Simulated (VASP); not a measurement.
Wanted: the native input for a VASP 6.6.1 run.

| Quantity | Value |
| --- | --- |
| Task | single point |
| Functional | PBEsol |
| Potentials or basis | VASP PAW PBE potentials, release 64 (Al) |
| Cutoff | 520 eV |
| k mesh | 16 × 16 × 5 |
| Occupations | gaussian, width 0.15 eV |
| Spin | no spin polarisation |
| Dipole correction | no |
| Further INCAR settings | ALGO = Fast; EDIFF = 1e-07; NBANDS = 14 |

The structure of Al lies in POSCAR:

```
Al
1.0
   -1.6063180831      1.6063180831     -1.6063180831
   -1.6063180831     -1.6063180831      1.6063180831
   -0.3212636166      6.1040087160      6.7465359492
Al
4
Direct
    0.0000000000     -0.1750000000      0.8750000000
    0.5000000000      0.4750000000      0.1250000000
    0.0000000000     -0.0750000000      0.3750000000
    0.5000000000      0.3750000000      0.6250000000
```

This cell differs from its parent crystal: the part above a cut slid along it.

These files were run (other wordings do the same):

INCAR

```
SYSTEM = Al
ALGO = Fast ; EDIFF = 1E-7
ENCUT = 520 ; GGA = PS
ISIF = 2 ; ISMEAR = 0
LASPH = .True. ; LCHARG = .False.
LREAL = .False. ; LWAVE = .False.
NBANDS = 14 ; NELM = 80
PREC = Accurate ; SIGMA = 0.15
```

KPOINTS

```
k-points
0
Gamma
  16 16 5
  0 0 0
```

Potentials or basis: VASP PAW PBE potentials, release 64 (Al).

Command:

```sh
$ cat potpaw_PBE.64/Al/POTCAR > POTCAR
$ mpirun -np 1 vasp_std > vasp.out
```

Results of the run:

| Item | Value |
| --- | --- |
| Pressure | 0.4 GPa |
| Largest force | 0.317 eV/Å |
| Band gap on the k mesh | zero (bands 6 and 7 overlap by 6.65 eV) |

Caveat: the cell differs from its parent crystal (the part above a cut slid along it); the PAW data sets were made with another functional, which shifts forces and pressure a little.

It took 7.9 min on 1 thread of AMD EPYC 7R13 Processor (Zen 3), with other jobs on the host, peak memory 0.5 GiB.
